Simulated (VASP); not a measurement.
# LiNbO3 (R-3c) in VASP: further runs

The runs below take LiNbO3 through single point, with PBE.

All numbers are computed with VASP 6.6.1; they aren't measurements. Logs are shortened: lines on timing, memory, paths and dates and some standing lists are left out, and cuts for length are marked.

### 1 The cell of the first run

Symmetry: R-3c, No. 167, trigonal system. Conventional cell: a = 5.205 Å, b = 5.205 Å, c = 13.676 Å, α = 90.00°, β = 90.00°, γ = 120.00°. Li (site symmetry 32) has 3 O at 1.97 Å within 2.6 Å. Nb (site symmetry -3) has 6 O at 1.99 Å within 2.6 Å. Within 2.6 Å of O (site symmetry 2) lie 1 Li at 1.97 Å and 2 Nb at 1.99 Å.

### 2 Single point, PBE (10.70 Å³/atom)

Input file INCAR:

```
  PREC = Accurate
  ENCUT = 520
  EDIFF = 1E-6
  ISMEAR = -1
  SIGMA = 0.02
  LREAL = False
  LASPH = True
  NELM = 100
  ALGO = Normal
  ISIF = 2
  LWAVE = False
  LCHARG = False
  GGA = PE
  NBANDS = 45
```

Input file KPOINTS:

```
Automatic mesh
0
Gamma
  7 7 7
```

Input file POSCAR:

```
LiNbO3
1.0
    2.6027062192      1.5026731363      4.5587816586
   -2.6027062192      1.5026731363      4.5587816586
    0.0000000000     -3.0053462725      4.5587816586
Li Nb O
2 2 6
Direct
    0.7500000000      0.7500000000      0.7500000000
    0.2500000000      0.2500000000      0.2500000000
    0.5000000000      0.5000000000      0.5000000000
    0.0000000000      0.0000000000      0.0000000000
    0.6277615971      0.8722384029      0.2500000000
    0.2500000000      0.6277615971      0.8722384029
    0.8722384029      0.2500000000      0.6277615971
    0.7500000000      0.3722384029      0.1277615971
    0.3722384029      0.1277615971      0.7500000000
    0.1277615971      0.7500000000      0.3722384029
```

Potentials or basis: VASP PAW PBE potentials, release 64 (Li_sv, Nb_sv, O).

Launch:

```
> cat potpaw_PBE.64/Li_sv/POTCAR potpaw_PBE.64/Nb_sv/POTCAR potpaw_PBE.64/O/POTCAR > POTCAR
> mpirun -np 1 vasp_std > vasp.out
```

OUTCAR:

```text
PREC = Accurate
   ENCUT = 520
   EDIFF = 1E-6
   ISMEAR = -1
   LREAL = False
   LASPH = True
   NELM = 100
   ISIF = 2
   GGA = PE

 ion  position               nearest neighbor table
   1  0.750  0.750  0.750-   8 1.97  10 1.97   9 1.97
   2  0.250  0.250  0.250-   6 1.97   7 1.97   5 1.97
   3  0.500  0.500  0.500-   6 1.99   8 1.99   5 1.99   9 1.99   7 1.99  10 1.99
   4  0.000  0.000  0.000-   7 1.99  10 1.99   9 1.99   5 1.99   6 1.99   8 1.99
   5  0.628  0.872  0.250-   2 1.97   3 1.99   4 1.99
   6  0.250  0.628  0.872-   2 1.97   3 1.99   4 1.99
   7  0.872  0.250  0.628-   2 1.97   4 1.99   3 1.99
   8  0.750  0.372  0.128-   1 1.97   3 1.99   4 1.99
   9  0.372  0.128  0.750-   1 1.97   3 1.99   4 1.99
  10  0.128  0.750  0.372-   1 1.97   4 1.99   3 1.99

  LATTYP: Found a trigonal (rhomboedric) cell.
 ALAT       =     5.4602743913
 COS(alpha) =     0.5455863587

  Lattice vectors:

 A1 = (   2.6027062192,   1.5026731363,   4.5587816586)
 A2 = (  -2.6027062192,   1.5026731363,   4.5587816586)
 A3 = (   0.0000000000,  -3.0053462725,   4.5587816586)

Analysis of symmetry for initial positions (statically):
=====================================================================
 Subroutine PRICEL returns:
 Original cell was already a primitive cell.

 Routine SETGRP: Setting up the symmetry group for a
 trigonal (rhombohedral) supercell.

 Subroutine GETGRP returns: Found 12 space group operations
 (whereof  6 operations were pure point group operations)
 out of a pool of 12 trial point group operations.

The static configuration has the point symmetry S_6 .
 The point group associated with its full space group is D_3d.

Analysis of symmetry for dynamics (positions and initial velocities):
=====================================================================
 Subroutine PRICEL returns:
 Original cell was already a primitive cell.

 Routine SETGRP: Setting up the symmetry group for a
 trigonal (rhombohedral) supercell.

 Subroutine GETGRP returns: Found 12 space group operations
 (whereof  6 operations were pure point group operations)
 out of a pool of 12 trial point group operations.

The dynamic configuration has the point symmetry S_6 .
 The point group associated with its full space group is D_3d.

 Subroutine INISYM returns: Found 12 space group operations
 (whereof  6 operations are pure point group operations),
 and found     1 'primitive' translations

----------------------------------------------------------------------------------------

                                     Primitive cell

  volume of cell :     106.9768

  direct lattice vectors                    reciprocal lattice vectors
     2.602706219  1.502673136  4.558781659     0.192107736  0.110913453  0.073118951
    -2.602706219  1.502673136  4.558781659    -0.192107736  0.110913453  0.073118951
     0.000000000 -3.005346273  4.558781659     0.000000000 -0.221826907  0.073118951

  length of vectors
     5.460274391  5.460274391  5.460274391     0.233567030  0.233567030  0.233567030

  position of ions in fractional coordinates (direct lattice)
     0.750000000  0.750000000  0.750000000
     0.250000000  0.250000000  0.250000000
     0.500000000  0.500000000  0.500000000
     0.000000000  0.000000000  0.000000000
     0.627761597  0.872238403  0.250000000
     0.250000000  0.627761597  0.872238403
     0.872238403  0.250000000  0.627761597
     0.750000000  0.372238403  0.127761597
     0.372238403  0.127761597  0.750000000
     0.127761597  0.750000000  0.372238403

  ion indices of the primitive-cell ions
   primitive index   ion index
                 1           1
                 2           2
                 3           3
                 4           4
                 5           5
                 6           6
                 7           7
                 8           8
                 9           9
                10          10

----------------------------------------------------------------------------------------

 KPOINTS: Automatic mesh

Automatic generation of k-mesh.
 Grid dimensions read from file:
 generate k-points for:    7    7    7

 Generating k-lattice:

  Cartesian coordinates                     Fractional coordinates (reciprocal lattice)
     0.027443962  0.015844779  0.010445564     0.142857143  0.000000000  0.000000000
    -0.027443962  0.015844779  0.010445564     0.000000000  0.142857143  0.000000000
     0.000000000 -0.031689558  0.010445564     0.000000000  0.000000000  0.142857143

  Length of vectors
     0.033366719  0.033366719  0.033366719

  Shift w.r.t. Gamma in fractional coordinates (k-lattice)
     0.000000000  0.000000000  0.000000000

 Subroutine IBZKPT returns following result:
 ===========================================

 Found     44 irreducible k-points:

 Following reciprocal coordinates:
            Coordinates               Weight
  0.000000  0.000000  0.000000      1.000000
  0.142857  0.000000  0.000000      6.000000
  0.285714 -0.000000  0.000000      6.000000
  0.428571  0.000000  0.000000      6.000000
  0.142857  0.142857  0.000000      6.000000
  0.285714  0.142857  0.000000     12.000000
[... 16 lines left out ...]
  0.285714  0.285714  0.142857      6.000000
  0.428571  0.285714  0.142857     12.000000
 [... further k-points ...]
   k-points           NKPTS =     44   k-points in BZ     NKDIM =     44   number of bands    NBANDS=     45
   number of dos      NEDOS =    301   number of ions     NIONS =     10
   total plane-waves  NPLWV =  74088
   dimension x,y,z NGX =    42 NGY =   42 NGZ =   42
   dimension x,y,z NGXF=    84 NGYF=   84 NGZF=   84
   ions per type =               2   2   6
   NGX,Y,Z   is equivalent  to a cutoff of  12.79, 12.79, 12.79 a.u.
   NGXF,Y,Z  is equivalent  to a cutoff of  25.58, 25.58, 25.58 a.u.
 SYSTEM =  unknown system
   PREC   = accura    normal or accurate (medium, high low for compatibility)
   ISTART =      0    job   : 0-new  1-cont  2-samecut
   ICHARG =      2    charge: 1-file 2-atom 10-const
   ISPIN  =      1    spin polarized calculation?
   LNONCOLLINEAR =      F non collinear calculations
   LSORBIT =      F    spin-orbit coupling
   LASPH  =      T    aspherical Exc in radial PAW
   ENCUT  =  520.0 eV  38.22 Ry    6.18 a.u.  10.15 10.15 10.15*2*pi/ulx,y,z
   NELM   =    100;   NELMIN=  2; NELMDL= -5     # of ELM steps
   EDIFF  = 0.1E-05   stopping-criterion for ELM
   LREAL  =      F    real-space projection
   EDIFFG = 0.1E-04   stopping-criterion for IOM
   NSW    =      0    number of steps for IOM
   IBRION =     -1    ionic relax: 0-MD 1-quasi-New 2-CG
   NFREE  =      0    steps in history (QN), initial steepest desc. (CG)
   ISIF   =      2    stress and relaxation
   ISYM   =      2    0-nonsym 1-usesym 2-fastsym
   POTIM  = 0.5000    time-step for ionic-motion
   TEBEG  =    0.0;   TEEND  =   0.0 temperature during run
   PSTRESS=    0.0 pullay stress
   NELECT =      68.0000    total number of electrons
   NUPDOWN=      -1.0000    fix difference up-down
   EMIN   =  10.00;   EMAX   =-10.00  energy-range for DOS
   EFERMI =   0.00;   METHOD = LEGACY
   ISMEAR =    -1;   SIGMA  =   0.02  broadening in eV -4-tet -1-fermi 0-gaus
   EFERMI_NEDOS =   21; number of points for ismear=-14 and -15
   IALGO  =     38    algorithm
   IMIX   =      4    mixing-type and parameters
     AMIX     =   0.40;   BMIX     =  1.00
     AMIX_MAG =   1.60;   BMIX_MAG =  1.00
  volume/ion in A,a.u.               =      10.70        72.19
  Fermi-wavevector in a.u.,A,eV,Ry     =   1.407606  2.659990 26.957982  1.981356
  Thomas-Fermi vector in A             =   2.529848
   LORBIT       =      0    0 simple, 1 ext, 2 COOP (PROOUT), +10 PAW based schemes
   GGA     = PE    functional components
   LHFCALC =     F    Hartree Fock is set to
   AEXX    =    0.0000 exact exchange contribution
   IVDW    =     0    specifies the selected vdW correction
   LEPSILON=     F    determine dielectric tensor
   LRPA    =     F    only Hartree local field effects (RPA)
 non-spin polarized calculation
  energy-cutoff  :      520.00
  volume of cell :      106.98
 maximum number of plane-waves:      2921
 NGX is ok and might be reduce to    42
   NGX = 21   NGY = 21   NGZ = 21

 number of electron      68.0000001 magnetization

 Free energy of the ion-electron system (eV)
  ---------------------------------------------------
  ext. energy  EPLUGINS =         0.00000000
  ---------------------------------------------------
  free energy    TOTEN  =       -79.73265128 eV

  energy without entropy =      -79.73265128  energy(sigma->0) =      -79.73265128

 E-fermi :   4.1873     XC(G=0): -10.7702

 val. band max:        3.6746526489   @ k =  -0.1429   0.1429   0.0000
 cond. band min:       6.2251679591   @ k =   0.4286   0.4286   0.0000
 fundamental gap:      2.5505153102
 Fermi energy:         4.1872950103

 k-point     1 :       0.0000    0.0000    0.0000
  band No.  band energies     occupation
      1     -50.8171      2.00000
      2     -50.8019      2.00000
      3     -39.1718      2.00000
      4     -39.1699      2.00000
      5     -27.0383      2.00000
      6     -27.0383      2.00000
[... 37 lines left out ...]
     44      14.5704      0.00000
     45      14.8369      0.00000

 k-point     2 :       0.1429    0.0000    0.0000
  band No.  band energies     occupation
      1     -50.8164      2.00000
      2     -50.8027      2.00000
      3     -39.1717      2.00000
      4     -39.1700      2.00000
      5     -27.0307      2.00000
      6     -27.0303      2.00000
[... 37 lines left out ...]
     44      14.2542      0.00000
     45      14.3241      0.00000

 k-point     3 :       0.2857   -0.0000    0.0000
  band No.  band energies     occupation
      1     -50.8142      2.00000
      2     -50.8048      2.00000
      3     -39.1715      2.00000
      4     -39.1703      2.00000
      5     -27.0092      2.00000
      6     -27.0078      2.00000
[... 37 lines left out ...]
     44      13.6600      0.00000
     45      13.7852      0.00000

 k-point     4 :       0.4286    0.0000    0.0000
  band No.  band energies     occupation
      1     -50.8112      2.00000
      2     -50.8078      2.00000
      3     -39.1711      2.00000
      4     -39.1707      2.00000
      5     -26.9769      2.00000
      6     -26.9748      2.00000
[... 901 lines left out ...]
     44      13.2596      0.00000
     45      14.1854      0.00000

 k-point    23 :       0.2857    0.2857    0.1429
  band No.  band energies     occupation
      1     -50.8146      2.00000
      2     -50.8044      2.00000
      3     -39.1716      2.00000
      4     -39.1702      2.00000
      5     -27.0337      2.00000
      6     -27.0219      2.00000
[... 37 lines left out ...]
     44      13.2394      0.00000
     45      14.2378      0.00000

 k-point    24 :       0.4286    0.2857    0.1429
  band No.  band energies     occupation
      1     -50.8131      2.00000
      2     -50.8060      2.00000
      3     -39.1714      2.00000
      4     -39.1705      2.00000
      5     -27.0414      2.00000
      6     -27.0023      2.00000
[... 37 lines left out ...]
     44      12.8218      0.00000
     45      13.9167      0.00000

 [... further k-points ...]
[... 5 lines left out ...]
  --------------------------------------------------------------------------------------
  -------------------------------------------------------------------------------------
  Total        1.1023900      1.1023900      1.6812959      0.0000000      0.0000000      0.0000000
  in kB       16.5103441     16.5103441     25.1805389      0.0000000      0.0000000      0.0000000
  external PRESSURE =      19.4004091 kB  Pullay stress =       0.0000000 kB

 VOLUME and BASIS-vectors are now :
 -----------------------------------------------------------------------------
  energy-cutoff  :      520.00
  volume of cell :      106.98
      direct lattice vectors                 reciprocal lattice vectors
     2.602706219  1.502673136  4.558781659     0.192107736  0.110913453  0.073118951
    -2.602706219  1.502673136  4.558781659    -0.192107736  0.110913453  0.073118951
     0.000000000 -3.005346273  4.558781659     0.000000000 -0.221826907  0.073118951

 POSITION                                       TOTAL-FORCE (eV/Angst)
 -----------------------------------------------------------------------------------
      0.00000      0.00000     10.25726        -0.000000     -0.000000     -0.000000
      0.00000      0.00000      3.41909        -0.000000     -0.000000     -0.000000
      0.00000      0.00000      6.83817        -0.000000     -0.000000     -0.000000
      0.00000      0.00000      0.00000        -0.000000     -0.000000     -0.000000
     -0.63630      1.50267      7.97787         0.026785     -0.000000      0.000000
     -0.98320     -1.30239      7.97787        -0.013393      0.023197     -0.000000
      1.61950     -0.20028      7.97787        -0.013393     -0.023197     -0.000000
      0.98320      1.30239      5.69848         0.013393     -0.023197     -0.000000
      0.63630     -1.50267      5.69848        -0.026785     -0.000000     -0.000000
     -1.61950      0.20028      5.69848         0.013393      0.023197     -0.000000
 -----------------------------------------------------------------------------------
    total drift:                                0.000000      0.000000     -0.000000

  FREE ENERGIE OF THE ION-ELECTRON SYSTEM (eV)
  ---------------------------------------------------
  free  energy   TOTEN  =       -79.7326512839 eV

  energy  without entropy=      -79.7326512839  energy(sigma->0) =      -79.73265128
```

It took 7.3 min on 1 thread of Intel Xeon Platinum 8488C (Sapphire Rapids), shared host; peak memory 0.36 GiB.

What came out:

- Free energy: -79.7327 eV
- Largest force: 0.027 eV/Å
- Band gap on the k mesh: 2.55 eV (least direct gap 2.63 eV)

Forces on the atoms (eV/Å):
```
Li   0.000  0.000  0.000
Li   0.000  0.000  0.000
Nb   0.000  0.000  0.000
Nb   0.000  0.000  0.000
O    0.027  0.000  0.000
O   -0.013  0.023  0.000
O   -0.013 -0.023  0.000
O    0.013 -0.023  0.000
O   -0.027  0.000  0.000
O    0.013  0.023  0.000
```

Levels at points of the mesh, in eV from the valence-band top:
```csv
k point,band 32,band 33,band 34,band 35,band 36,band 37
"(0.00, 0.00, 0.00)",-0.20,-0.20,-0.04,2.60,2.60,2.74
```

Caveat: the cutoff is under 1.25 times the usual one of these potentials, so pressure, stress and relaxed cells hold a basis-set (Pulay) error. A k mesh can miss the band edges.

### 3 Single point, PBE (10.90 Å³/atom)

This run uses another cell than the first one, of 10.90 Å³/atom.

Input file INCAR:

```
SYSTEM = LiNbO3
PREC = Accurate ; ENCUT = 520
EDIFF = 1E-6 ; ISMEAR = -1
SIGMA = 0.02 ; LREAL = .False.
LASPH = .True. ; NELM = 60
ALGO = Normal ; ISIF = 2
LWAVE = .False. ; LCHARG = .True.
GGA = PE ; LELF = .True.
LVHAR = .True. ; NBANDS = 45
```

Input file KPOINTS:

```
Automatic mesh
0
Gamma
  7 7 7
  0 0 0
```

Input file POSCAR:

```
LiNbO3
1.0
    2.6192844127      1.5122445608      4.5878192674
   -2.6192844127      1.5122445608      4.5878192674
    0.0000000000     -3.0244891216      4.5878192674
Li Nb O
2 2 6
Direct
    0.7500000000      0.7500000000      0.7500000000
    0.2500000000      0.2500000000      0.2500000000
    0.5000000000      0.5000000000      0.5000000000
    0.0000000000      0.0000000000      0.0000000000
    0.6309555629      0.8690444371      0.2500000000
    0.2500000000      0.6309555629      0.8690444371
    0.8690444371      0.2500000000      0.6309555629
    0.7500000000      0.3690444371      0.1309555629
    0.3690444371      0.1309555629      0.7500000000
    0.1309555629      0.7500000000      0.3690444371
```

Potentials or basis: VASP PAW PBE potentials, release 64 (Li_sv, Nb_sv, O).

Launch:

```
> cat potpaw_PBE.64/Li_sv/POTCAR potpaw_PBE.64/Nb_sv/POTCAR potpaw_PBE.64/O/POTCAR > POTCAR
> mpirun -np 1 vasp_std > vasp.out
```

Run time: 2.4 min. Hardware: 1 thread of Intel Xeon 6975P-C (Granite Rapids), shared host; peak memory 0.35 GiB.

Results (log left out):

```yaml
Free_energy: -79.7450 eV
Largest_force: 0.029 eV/Å
Band_gap_on_the_k_mesh: 2.49 eV (least direct gap 2.60 eV)
```

Forces in eV/Å, atoms in the order of the input:
```
Li   0.000  0.000  0.000
Li   0.000  0.000  0.000
Nb   0.000  0.000  0.000
Nb   0.000  0.000  0.000
O    0.029  0.000  0.000
O   -0.015  0.025  0.000
O   -0.015 -0.025  0.000
O    0.015 -0.025  0.000
O   -0.029  0.000  0.000
O    0.015  0.025  0.000
```

Levels at points of the mesh, in eV from the valence-band top:
| k point | band 30 | band 31 | band 32 | band 33 | band 34 | band 35 | band 36 | band 37 | band 38 | band 39 |
| --- | --- | --- | --- | --- | --- | --- | --- | --- | --- | --- |
| (0.00, 0.00, 0.00) | -0.25 | -0.25 | -0.22 | -0.22 | -0.07 | 2.53 | 2.53 | 2.68 | 4.59 | 4.59 |

Caveat: the cutoff is under 1.25 times the usual one of these potentials, so pressure, stress and relaxed cells hold a basis-set (Pulay) error. A k mesh can miss the band edges.
